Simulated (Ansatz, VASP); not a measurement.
**One calculation of Ta, two programs**

```
CELL_PARAMETERS angstrom
2.84101 0.00000 0.00000
-0.94700 2.67853 0.00000
0.00000 0.00000 26.59839
ATOMIC_POSITIONS crystal
Ta 0.50000 0.50000 0.28546
Ta 0.00000 0.00000 0.36923
Ta 0.50000 0.50000 0.45644
Ta 0.00000 0.00000 0.54356
Ta 0.50000 0.50000 0.63077
Ta 0.00000 0.00000 0.71454
```

Alike in both runs: functional PBEsol; k mesh 13 × 13 × 1; occupations gaussian, width 0.1 eV; no spin polarisation.

Ansatz relaxed the structure, and its values are those at the end. VASP's run is a single point on that final structure, the one shown.

```csv
,VASP,Ansatz
version,VASP 6.6.1,Ansatz 0.2.0
potentials or method,"VASP PAW PBE potentials, release 64 (Ta_pv), cutoff 520 eV","scalar-relativistic, plane waves, PAW"
valence electrons in the cell,66,78
```

Ansatz gave:

| Property | Result |
| --- | --- |
| gap on the k mesh at the Fermi level (eV) | none |
| rms of the force components (eV/Å) | 0.007 |

Task: What did VASP give for the same quantities?

Result: gap on the k mesh at the Fermi level (eV): none; rms of the force components (eV/Å): 0.005.

VASP's potentials were made for PBE, not for PBEsol. A gap of «none» marks a metal or a gap that the smearing closes. VASP's potentials hold 66 valence electrons a cell and Ansatz's 78, so a difference there can come from the potentials and not from the codes.

Spin-orbit coupling is off throughout.
